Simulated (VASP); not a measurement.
# TaAs (I4_1md) in VASP: further runs, part 2 of 2

VASP 6.6.1. The steps go on from the part before.

**4. Single point, PBEsol**

This run uses another cell than the first one, of 17.40 Å³/atom, 1.022 times its volume.

The input, INCAR:

```
PREC = Accurate
ENCUT = 520
EDIFF = 1E-6
ISMEAR = 0
SIGMA = 0.1
LREAL = False
LASPH = True
NELM = 100
ALGO = Normal
ISIF = 2
LWAVE = False
LCHARG = False
GGA = PS
NBANDS = 24
```

The input, KPOINTS:

```
Automatic mesh
0
Gamma
  8 8 8
```

The input, POSCAR:

```
TaAs
1.0
   -1.7218133622      1.7218133622      5.8679415361
    1.7218133622     -1.7218133622      5.8679415361
    1.7218133622      1.7218133622     -5.8679415361
Ta As
2 2
Direct
    0.4999673000      0.9999673000      0.5000000000
    0.7499673000      0.7499673000      0.0000000000
    0.0826321200      0.5826321200      0.5000000000
    0.3326321200      0.3326321200      0.0000000000
```

Run with:

```sh
$ cat potpaw_PBE.64/Ta_pv/POTCAR potpaw_PBE.64/As/POTCAR > POTCAR
$ mpirun -np 1 vasp_std > vasp.out
```

Run time: 4 min. Hardware: 1 thread of AMD EPYC 7R43 (Zen 3), shared host; peak memory 0.33 GiB.

Results (log left out):

* Free energy: -37.7035 eV
* Pressure: -3.2 GPa
* Largest force: 0.025 eV/Å
* Band gap on the k mesh: zero (band 16 reaches 6.87 eV, above the bottom of band 17 at 6.82 eV)

Forces in eV/Å, atoms in the order of the input:
```
Ta   0.000  0.000  0.025
Ta   0.000  0.000  0.025
As   0.000  0.000 -0.025
As   0.000  0.000 -0.025
```

Stress tensor (GPa, compression positive):
```
-3.06  0.00  0.00
 0.00 -3.06  0.00
 0.00  0.00 -3.42
```

Levels at points of the mesh, in eV from the Fermi level:
| k point | band 12 | band 13 | band 14 | band 15 | band 16 | band 17 | band 18 | band 19 | band 20 | band 21 |
| --- | --- | --- | --- | --- | --- | --- | --- | --- | --- | --- |
| (0.00, 0.00, 0.00) | -2.47 | -2.37 | -1.97 | -1.63 | -1.63 | 0.90 | 1.56 | 2.30 | 3.09 | 3.09 |
| (0.50, 0.00, 0.00) | -3.42 | -2.44 | -2.34 | -1.60 | -0.28 | 0.11 | 1.36 | 2.23 | 2.44 | 3.04 |
| (0.50, 0.50, 0.00) | -5.10 | -3.21 | -3.21 | -1.13 | -1.13 | 2.79 | 2.79 | 3.05 | 3.05 | 3.77 |
| (0.50, 0.50, 0.50) | -2.89 | -2.82 | -2.82 | -0.91 | -0.91 | 1.21 | 1.21 | 2.27 | 2.27 | 3.05 |

Caveat: the PAW data sets were made with another functional, which shifts forces and pressure a little; spin-orbit coupling is left out, which moves the levels of the heavy elements.

**5. Single point, PBEsol (volume scaled by 0.88, then relaxed in part)**

The input, INCAR:

```
SYSTEM = TaAs
ALGO = Normal
EDIFF = 1E-6
ENCUT = 520
GGA = PS
ISIF = 2
ISMEAR = 0
LASPH = .True.
LCHARG = .False.
LREAL = .False.
LWAVE = .False.
NBANDS = 24
NELM = 80
PREC = Accurate
SIGMA = 0.1
```

The input, KPOINTS:

```
k-points
0
Gamma
  18 18 18
  0 0 0
```

The input, POSCAR:

```
TaAs
1.0
   -1.6574064594      1.6574064594      5.4523936368
    1.6574064594     -1.6574064594      5.4523936368
    1.6574064594      1.6574064594     -5.4523936368
Ta As
2 2
Direct
    0.5014812967      1.0014812967      0.5000000000
    0.7514812967      0.7514812967      0.0000000000
    0.0811181233      0.5811181233      0.5000000000
    0.3311181233      0.3311181233      0.0000000000
```

Run with:

```sh
$ cat potpaw_PBE.64/Ta_pv/POTCAR potpaw_PBE.64/As/POTCAR > POTCAR
$ mpirun -np 1 vasp_std > vasp.out
```

It took 11 min on 1 thread of Intel Xeon 6975P-C (Granite Rapids), shared host; peak memory 0.79 GiB.

It converged, with:

```yaml
Free_energy: -36.9606 eV
Pressure: 32.9 GPa
Largest_force: 0.013 eV/Å
Band_gap_on_the_k_mesh: zero (band 16 reaches 8.37 eV, above the bottom of band 17 at 8.32 eV)
```

Forces on the atoms (eV/Å):
```
Ta   0.000  0.000  0.013
Ta   0.000  0.000  0.013
As   0.000  0.000 -0.013
As   0.000  0.000 -0.013
```

Stress tensor (GPa, compression positive):
```
33.03  0.00  0.00
 0.00 33.03  0.00
 0.00  0.00 32.75
```

Levels at points of the mesh, in eV from the Fermi level:
| k point | band 13 | band 14 | band 15 | band 16 | band 17 | band 18 | band 19 | band 20 |
| --- | --- | --- | --- | --- | --- | --- | --- | --- |
| (0.00, 0.00, 0.00) | -2.76 | -2.15 | -1.78 | -1.78 | 0.90 | 1.84 | 2.97 | 3.62 |
| (0.50, 0.00, 0.00) | -2.88 | -2.31 | -1.78 | 0.00 | 0.07 | 1.68 | 2.76 | 2.98 |
| (0.50, 0.50, 0.00) | -3.30 | -3.30 | -1.26 | -1.26 | 3.29 | 3.29 | 3.73 | 3.73 |
| (0.50, 0.50, 0.50) | -3.30 | -3.30 | -0.91 | -0.91 | 1.34 | 1.34 | 2.93 | 2.93 |

Caveat: the cell differs from its parent crystal (volume scaled by 0.88, then relaxed in part); the PAW data sets were made with another functional, which shifts forces and pressure a little; spin-orbit coupling is left out, which moves the levels of the heavy elements.

**6. Single point, PBEsol (volume scaled by 0.91, then relaxed in part)**

Changes to INCAR since step 5:

```diff
@@ -12,3 +12,3 @@
 NBANDS = 24
-NELM = 80
+NELM = 60
 PREC = Accurate
```

KPOINTS is that of step 5.

The input, POSCAR:

```
TaAs
1.0
   -1.6717657674      1.6717657674      5.5418289965
    1.6717657674     -1.6717657674      5.5418289965
    1.6717657674      1.6717657674     -5.5418289965
Ta As
2 2
Direct
    0.5011104096      1.0011104096      0.5000000000
    0.7511104096      0.7511104096      0.0000000000
    0.0814890104      0.5814890104      0.5000000000
    0.3314890104      0.3314890104      0.0000000000
```

Potentials or basis: VASP PAW PBE potentials, release 64 (Ta_pv, As).

Run with:

```sh
$ cat potpaw_PBE.64/Ta_pv/POTCAR potpaw_PBE.64/As/POTCAR > POTCAR
$ mpirun -np 1 vasp_std > vasp.out
```

Wall time 11 min (1 thread of Intel Xeon 6975P-C (Granite Rapids), shared host); peak memory 0.8 GiB.

The run converged. Its results:

```yaml
Free_energy: -37.3143 eV
Pressure: 22.9 GPa
Largest_force: 0.009 eV/Å
Band_gap_on_the_k_mesh: zero (filled and empty bands touch)
```

Forces in eV/Å, atoms in the order of the input:
```
Ta   0.000  0.000  0.009
Ta   0.000  0.000  0.009
As   0.000  0.000 -0.009
As   0.000  0.000 -0.009
```

Stress tensor (GPa, compression positive):
```
22.94  0.00  0.00
 0.00 22.94  0.00
 0.00  0.00 22.70
```

Levels at points of the mesh, in eV from the Fermi level:
| k point | band 12 | band 13 | band 14 | band 15 | band 16 | band 17 | band 18 | band 19 | band 20 | band 21 |
| --- | --- | --- | --- | --- | --- | --- | --- | --- | --- | --- |
| (0.00, 0.00, 0.00) | -2.69 | -2.69 | -2.11 | -1.74 | -1.74 | 0.91 | 1.79 | 2.82 | 3.51 | 3.51 |
| (0.50, 0.00, 0.00) | -3.91 | -2.77 | -2.33 | -1.73 | -0.06 | 0.08 | 1.61 | 2.66 | 2.84 | 3.48 |
| (0.50, 0.50, 0.00) | -5.53 | -3.28 | -3.28 | -1.23 | -1.23 | 3.18 | 3.18 | 3.58 | 3.58 | 4.69 |
| (0.50, 0.50, 0.50) | -3.28 | -3.20 | -3.20 | -0.91 | -0.91 | 1.32 | 1.32 | 2.78 | 2.78 | 3.94 |

Caveat: the cell differs from its parent crystal (volume scaled by 0.91, then relaxed in part); the PAW data sets were made with another functional, which shifts forces and pressure a little; spin-orbit coupling is left out, which moves the levels of the heavy elements.

**7. Summary**

| cell | k mesh | gap on the mesh (eV) | pressure (GPa) | largest force (eV/Å) |
| --- | --- | --- | --- | --- |
| a = 3.429, b = 3.429, c = 6.278 Å, angles 105.8, 74.2, 90.0°, 4 atoms | 10 × 10 × 6 | 0.03 | 0.7 | - |
| a = 6.278 Å, angles 148.3, 148.3, 45.4°, 4 atoms | 18 × 18 × 18 | none | 0.7 | - |
| a = 6.353 Å, angles 148.6, 148.6, 45.1°, 4 atoms | 8 × 8 × 8 | none | -3.2 | 0.03 |
| a = 5.935 Å, angles 147.6, 147.6, 46.5°, 4 atoms | 18 × 18 × 18 | none | 32.9 | 0.01 |
| a = 6.025 Å, angles 147.8, 147.8, 46.2°, 4 atoms | 18 × 18 × 18 | none | 22.9 | 0.01 |

Alike in all rows: task single point; level PBEsol; potentials or basis VASP PAW PBE potentials, release 64 (Ta_pv, As); no spin polarisation; cutoff (eV) 520; smearing gaussian 0.1 eV.

Caveats: the PAW data sets were made with another functional, which shifts forces and pressure a little; spin-orbit coupling is left out, which moves the levels of the heavy elements.

Total energies depend on the potentials used, so only differences within one code and one set of settings carry meaning.
